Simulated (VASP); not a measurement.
# C (a cell with a defect) in VASP: single point with PBE

Aim: the single point of C (a cell with a defect) with PBE.

Everything below comes from runs of VASP 6.6.1. Logs are shortened: lines on timing, memory, paths and dates and some standing lists are left out, and cuts for length are marked.

## 1. The cell of the first run

The cell holds a defect, 29 atoms: a = 6.526 Å, b = 6.526 Å, c = 8.465 Å, α = 90.00°, β = 90.00°, γ = 120.00°.

## 2. Single point, PBE (with an interstitial atom, then relaxed in part)

The input, INCAR:

```
SYSTEM = C
  ALGO = Normal
  EDIFF = 1E-6
  ENCUT = 520
  GGA = PE
  ISIF = 2
  ISMEAR = 0
  LASPH = .TRUE.
  LCHARG = .TRUE.
  LELF = .TRUE.
  LREAL = Auto
  LVHAR = .TRUE.
  LWAVE = .FALSE.
  NBANDS = 78
  NELM = 60
  PREC = Accurate
  SIGMA = 0.1
```

The input, KPOINTS:

```
k-points
0
G
  4 4 3
  0 0 0
```

The input, POSCAR:

```
C
1.0
    6.1663319712      2.1360800542      0.0000000000
   -1.2332663942     -6.4082401623      0.0000000000
    0.0000000000      0.0000000000     -8.4654495156
C
29
Direct
    0.1351837783      0.6536724052      0.7296970238
    0.5598918541      0.8015712470      0.7266439917
    0.2766557313      0.3716644633      0.7204544536
   -0.0092442127     -0.0490589802      0.7558594128
    0.6974806436      0.5096244367      0.7259323354
    0.4164884319      0.0858091180      0.7236744599
    0.8446161363      0.2283654992      0.7245879597
    0.1518055863      0.7741781401      0.2746911020
    0.5804957695      0.9170479598      0.2740780995
    0.2947309509      0.4884799031      0.2739197920
    0.0090201645      0.0599067586      0.2748806725
    0.7233859710      0.6313407477      0.2745882190
    0.4375063792      0.2027369826      0.2740933650
    0.8661672420      0.3457178491      0.2742228264
    0.0851404599      0.4190376481      0.7246349712
    0.5132489182      0.5615785415      0.7237276936
    0.2322650568      0.1377494413      0.7260145941
    0.9389640094      0.6964260457      0.7557518718
    0.6530898032      0.2757089833      0.7203408238
    0.3698553830      0.8458357053      0.7266173971
    0.7945728500     -0.0062399379      0.7297141244
    0.3423001014      0.7266063755      0.2741001512
    0.7710027098      0.8694766708      0.2746194827
    0.4852958385      0.4409112870      0.2740546644
    0.1994274791      1.0123108421      0.2746812385
    0.9137967556      0.5837528770      0.2748613592
    0.6280655434      0.1551735024      0.2739205261
    0.0566394479      0.2979375993      0.2742383716
    0.9647588167      0.8235767486     -0.0878960104
```

Potentials or basis: VASP PAW PBE potentials, release 64 (C).

Run with:

```console
$ cat potpaw_PBE.64/C/POTCAR > POTCAR
$ mpirun -np 1 vasp_std > vasp.out
```

OUTCAR:

```text
SYSTEM = C
   EDIFF = 1E-6
   ENCUT = 520
   GGA = PE
   ISIF = 2
   ISMEAR = 0
   LASPH = .TRUE.
   LREAL = Auto
   NELM = 60
   PREC = Accurate

 ion  position               nearest neighbor table
   1  0.135  0.654  0.730-  15 1.40  20 1.41  18 1.46
   2  0.560  0.802  0.727-  20 1.41  21 1.41  16 1.44
   3  0.277  0.372  0.720-  17 1.41  16 1.42  15 1.43
   4  0.991  0.951  0.756-  17 1.45  21 1.46  18 1.52  29 1.53
   5  0.697  0.510  0.726-  16 1.40  19 1.41  18 1.45
   6  0.416  0.086  0.724-  17 1.40  19 1.42  20 1.44
   7  0.845  0.228  0.725-  21 1.40  19 1.43  15 1.43
   8  0.152  0.774  0.275-  26 1.42  22 1.42  25 1.42
   9  0.580  0.917  0.274-  23 1.42  27 1.42  22 1.42
  10  0.295  0.488  0.274-  28 1.42  22 1.42  24 1.42
  11  0.009  0.060  0.275-  25 1.42  23 1.42  28 1.42
  12  0.723  0.631  0.275-  26 1.42  24 1.42  23 1.42
  13  0.438  0.203  0.274-  25 1.42  24 1.42  27 1.42
  14  0.866  0.346  0.274-  26 1.42  27 1.42  28 1.42
  15  0.085  0.419  0.725-   1 1.40   3 1.43   7 1.43
  16  0.513  0.562  0.724-   5 1.40   3 1.42   2 1.44
  17  0.232  0.138  0.726-   6 1.40   3 1.41   4 1.45
  18  0.939  0.696  0.756-   5 1.45   1 1.46   4 1.52  29 1.53
  19  0.653  0.276  0.720-   5 1.41   6 1.42   7 1.43
  20  0.370  0.846  0.727-   2 1.41   1 1.41   6 1.44
  21  0.795  0.994  0.730-   7 1.40   2 1.41   4 1.46
  22  0.342  0.727  0.274-   8 1.42  10 1.42   9 1.42
  23  0.771  0.869  0.275-  11 1.42   9 1.42  12 1.42
  24  0.485  0.441  0.274-  12 1.42  13 1.42  10 1.42
  25  0.199  0.012  0.275-  11 1.42  13 1.42   8 1.42
  26  0.914  0.584  0.275-  12 1.42   8 1.42  14 1.42
  27  0.628  0.155  0.274-  14 1.42  13 1.42   9 1.42
  28  0.057  0.298  0.274-  11 1.42  10 1.42  14 1.42
  29  0.965  0.824  0.912-   4 1.53  18 1.53

  LATTYP: Found a hexagonal cell.
 ALAT       =     6.5258323589
 C/A-ratio  =     1.2972214194

  Lattice vectors:

 A1 = (   6.1663319712,   2.1360800542,   0.0000000000)
 A2 = (  -1.2332663942,  -6.4082401623,   0.0000000000)
 A3 = (   0.0000000000,   0.0000000000,  -8.4654495156)

Analysis of symmetry for initial positions (statically):
=====================================================================
 Subroutine PRICEL returns:
 Original cell was already a primitive cell.

 Routine SETGRP: Setting up the symmetry group for a
 hexagonal supercell.

 Subroutine GETGRP returns: Found  1 space group operations
 (whereof  1 operations were pure point group operations)
 out of a pool of 24 trial point group operations.

The static configuration has the point symmetry C_1 .

Analysis of symmetry for dynamics (positions and initial velocities):
=====================================================================
 Subroutine PRICEL returns:
 Original cell was already a primitive cell.

 Routine SETGRP: Setting up the symmetry group for a
 hexagonal supercell.

 Subroutine GETGRP returns: Found  1 space group operations
 (whereof  1 operations were pure point group operations)
 out of a pool of 24 trial point group operations.

The dynamic configuration has the point symmetry C_1 .

 Subroutine INISYM returns: Found  1 space group operations
 (whereof  1 operations are pure point group operations),
 and found     1 'primitive' translations

----------------------------------------------------------------------------------------

                                     Primitive cell

  volume of cell :     312.2141

  direct lattice vectors                    reciprocal lattice vectors
     6.166331971  2.136080054  0.000000000     0.173754604 -0.033439089  0.000000000
    -1.233266394 -6.408240162  0.000000000     0.057918201 -0.167195446  0.000000000
     0.000000000  0.000000000 -8.465449516     0.000000000  0.000000000 -0.118127218

  length of vectors
     6.525832359  6.525832359  8.465449516     0.176943028  0.176943028  0.118127218

  position of ions in fractional coordinates (direct lattice)
     0.135183778  0.653672405  0.729697024
     0.559891854  0.801571247  0.726643992
     0.276655731  0.371664463  0.720454454
     0.990755787  0.950941020  0.755859413
     0.697480644  0.509624437  0.725932335
     0.416488432  0.085809118  0.723674460
[... 21 lines left out ...]
     0.056639448  0.297937599  0.274238372
     0.964758817  0.823576749  0.912103990

  ion indices of the primitive-cell ions
   primitive index   ion index
                 1           1
                 2           2
                 3           3
                 4           4
                 5           5
                 6           6
[... 21 lines left out ...]
                28          28
                29          29

----------------------------------------------------------------------------------------

 KPOINTS: k-points

Automatic generation of k-mesh.
 Grid dimensions read from file:
 generate k-points for:    4    4    3

 Generating k-lattice:

  Cartesian coordinates                     Fractional coordinates (reciprocal lattice)
     0.043438651 -0.008359772  0.000000000     0.250000000  0.000000000  0.000000000
     0.014479550 -0.041798861  0.000000000    -0.000000000  0.250000000  0.000000000
     0.000000000  0.000000000 -0.039375739     0.000000000  0.000000000  0.333333333

  Length of vectors
     0.044235757  0.044235757  0.039375739

  Shift w.r.t. Gamma in fractional coordinates (k-lattice)
     0.000000000  0.000000000  0.000000000

 Subroutine IBZKPT returns following result:
 ===========================================

 Found     26 irreducible k-points:

 Following reciprocal coordinates:
            Coordinates               Weight
  0.000000  0.000000  0.000000      1.000000
  0.250000  0.000000  0.000000      2.000000
  0.000000  0.250000  0.000000      2.000000
 -0.250000  0.250000  0.000000      2.000000
  0.500000  0.000000  0.000000      1.000000
  0.000000  0.500000  0.000000      1.000000
[... 16 lines left out ...]
  0.500000  0.250000  0.333333      2.000000
 -0.250000 -0.250000  0.333333      2.000000
 [... further k-points ...]
   k-points           NKPTS =     26   k-points in BZ     NKDIM =     26   number of bands    NBANDS=     78
   number of dos      NEDOS =    301   number of ions     NIONS =     29
   total plane-waves  NPLWV = 160000
   dimension x,y,z NGX =    50 NGY =   50 NGZ =   64
   dimension x,y,z NGXF=   100 NGYF=  100 NGZF=  128
   ions per type =              29
   NGX,Y,Z   is equivalent  to a cutoff of  12.74, 12.74, 12.57 a.u.
   NGXF,Y,Z  is equivalent  to a cutoff of  25.48, 25.48, 25.14 a.u.
 SYSTEM =  C
   PREC   = accura    normal or accurate (medium, high low for compatibility)
   ISTART =      0    job   : 0-new  1-cont  2-samecut
   ICHARG =      2    charge: 1-file 2-atom 10-const
   ISPIN  =      1    spin polarized calculation?
   LNONCOLLINEAR =      F non collinear calculations
   LSORBIT =      F    spin-orbit coupling
   LASPH  =      T    aspherical Exc in radial PAW
   ENCUT  =  520.0 eV  38.22 Ry    6.18 a.u.  12.13 12.13 15.74*2*pi/ulx,y,z
   NELM   =     60;   NELMIN=  2; NELMDL= -5     # of ELM steps
   EDIFF  = 0.1E-05   stopping-criterion for ELM
   LREAL  =      T    real-space projection
   EDIFFG = 0.1E-04   stopping-criterion for IOM
   NSW    =      0    number of steps for IOM
   IBRION =     -1    ionic relax: 0-MD 1-quasi-New 2-CG
   NFREE  =      0    steps in history (QN), initial steepest desc. (CG)
   ISIF   =      2    stress and relaxation
   ISYM   =      2    0-nonsym 1-usesym 2-fastsym
   POTIM  = 0.5000    time-step for ionic-motion
   TEBEG  =    0.0;   TEEND  =   0.0 temperature during run
   PSTRESS=    0.0 pullay stress
   NELECT =     116.0000    total number of electrons
   NUPDOWN=      -1.0000    fix difference up-down
   EMIN   =  10.00;   EMAX   =-10.00  energy-range for DOS
   EFERMI =   0.00;   METHOD = LEGACY
   ISMEAR =     0;   SIGMA  =   0.10  broadening in eV -4-tet -1-fermi 0-gaus
   EFERMI_NEDOS =   21; number of points for ismear=-14 and -15
   IALGO  =     38    algorithm
   IMIX   =      4    mixing-type and parameters
     AMIX     =   0.40;   BMIX     =  1.00
     AMIX_MAG =   1.60;   BMIX_MAG =  1.00
  volume/ion in A,a.u.               =      10.77        72.65
  Fermi-wavevector in a.u.,A,eV,Ry     =   1.176910  2.224038 18.845670  1.385118
  Thomas-Fermi vector in A             =   2.313266
   LORBIT       =      0    0 simple, 1 ext, 2 COOP (PROOUT), +10 PAW based schemes
   GGA     = PE    functional components
   LHFCALC =     F    Hartree Fock is set to
   AEXX    =    0.0000 exact exchange contribution
   IVDW    =     0    specifies the selected vdW correction
   LEPSILON=     F    determine dielectric tensor
   LRPA    =     F    only Hartree local field effects (RPA)
 non-spin polarized calculation
 Gauss-broadening in eV      SIGMA  =   0.10
  energy-cutoff  :      520.00
  volume of cell :      312.21
 maximum number of plane-waves:      8422
 NGX is ok and might be reduce to    50
   NGX = 25   NGY = 25   NGZ = 31

 number of electron     115.9999998 magnetization

 Free energy of the ion-electron system (eV)
  ---------------------------------------------------
  ext. energy  EPLUGINS =         0.00000000
  ---------------------------------------------------
  free energy    TOTEN  =      -261.18513636 eV

  energy without entropy =     -261.17302804  energy(sigma->0) =     -261.17908220

 E-fermi :   2.6182     XC(G=0):  -8.9941

 val. band max:        2.5869681335   @ k =   0.0000   0.5000   0.0000
 cond. band min:       2.8322251155   @ k =   0.5000   0.2500   0.0000
 fundamental gap:      0.2452569820
 Fermi energy:         2.6181803118

 k-point     1 :       0.0000    0.0000    0.0000
  band No.  band energies     occupation
      1     -17.1995      2.00000
      2     -16.2715      2.00000
      3     -14.9902      2.00000
      4     -13.6156      2.00000
      5     -13.5830      2.00000
      6     -13.5165      2.00000
[... 62 lines left out ...]
     69       7.2616      0.00000
     70       7.2790      0.00000
[... 1677 lines left out ...]
     69       8.6865      0.00000
     70       8.9337      0.00000

 [... further k-points ...]

 [bands above 70 left out]

------------------------ aborting loop because EDIFF is reached ----------------------------------------

  FORCE on cell =-STRESS in cart. coord.  units (eV):
  Direction    XX          YY          ZZ          XY          YZ          ZX
  --------------------------------------------------------------------------------------
  -------------------------------------------------------------------------------------
  Total        6.6762355      5.1980784      1.1748479     -0.4501965      0.0028782     -0.0000393
  in kB       34.2601885     26.6747849      6.0289231     -2.3102567      0.0147700     -0.0002015
  external PRESSURE =      22.3212988 kB  Pullay stress =       0.0000000 kB

 VOLUME and BASIS-vectors are now :
 -----------------------------------------------------------------------------
  energy-cutoff  :      520.00
  volume of cell :      312.21
      direct lattice vectors                 reciprocal lattice vectors
     6.166331971  2.136080054  0.000000000     0.173754604 -0.033439089  0.000000000
    -1.233266394 -6.408240162  0.000000000     0.057918201 -0.167195446  0.000000000
     0.000000000  0.000000000 -8.465449516     0.000000000  0.000000000 -0.118127218

 POSITION                                       TOTAL-FORCE (eV/Angst)
 -----------------------------------------------------------------------------------
      0.02744     -3.90013     -6.17721        -0.006990     -0.018905      0.005179
      2.46393     -3.94069     -6.15137         0.005097      0.004921      0.004099
      1.24759     -1.79076     -6.09897         0.004191     -0.018882     -0.001169
      4.93657     -3.97752     -6.39869         0.009276     -0.043431      0.030539
      3.67239     -1.77592     -6.14534         0.017656     -0.011712      0.000183
      2.46238      0.33977     -6.12623         0.018378      0.003769      0.002776
[... 21 lines left out ...]
     -0.01818     -1.78827     -2.32155         0.012993     -0.001347     -0.000953
      4.93333     -3.21688     -7.72137        -0.007016      0.004072     -0.088985
 -----------------------------------------------------------------------------------
    total drift:                                0.006677     -0.012766     -0.012726

  FREE ENERGIE OF THE ION-ELECTRON SYSTEM (eV)
  ---------------------------------------------------
  free  energy   TOTEN  =      -261.1851363624 eV

  energy  without entropy=     -261.1730280391  energy(sigma->0) =     -261.17908220
```

Run time: 15 min. Hardware: 1 thread of Intel Xeon Platinum 8259CL at 2.50GHz (Skylake/Cascade Lake), shared host; peak memory 0.6 GiB.

Results:

```
Free energy            : -261.1851 eV
Pressure               : 2.2 GPa
Largest force          : 0.089 eV/Å
Band gap on the k mesh : zero (bands 58 and 59 overlap by 0.04 eV)
```

Forces on the atoms (eV/Å):
```
C   -0.007 -0.019  0.005
C    0.005  0.005  0.004
C    0.004 -0.019 -0.001
C    0.009 -0.043  0.031
C    0.018 -0.012  0.000
C    0.018  0.004  0.003
C   -0.005 -0.002 -0.001
C    0.004  0.000  0.001
C   -0.007 -0.009  0.000
C    0.000  0.002  0.000
C   -0.001  0.002  0.003
C   -0.005 -0.001  0.003
C    0.002  0.004 -0.001
C   -0.005  0.006 -0.001
C    0.002  0.002  0.002
C   -0.007  0.005  0.003
C   -0.014  0.010  0.004
C   -0.006  0.033  0.024
C   -0.003  0.008 -0.001
C   -0.002 -0.001  0.002
C    0.008  0.019  0.003
C   -0.003  0.004 -0.003
C   -0.004 -0.003  0.004
C   -0.009 -0.002  0.001
C   -0.001  0.002  0.001
C   -0.001  0.003  0.003
C    0.002 -0.001  0.001
C    0.013 -0.001 -0.001
C   -0.007  0.004 -0.089
```

Caveat: the cell differs from its parent crystal (with an interstitial atom, then relaxed in part).

The gap in the log of VASP goes by the Fermi energy; the results here count the filled bands.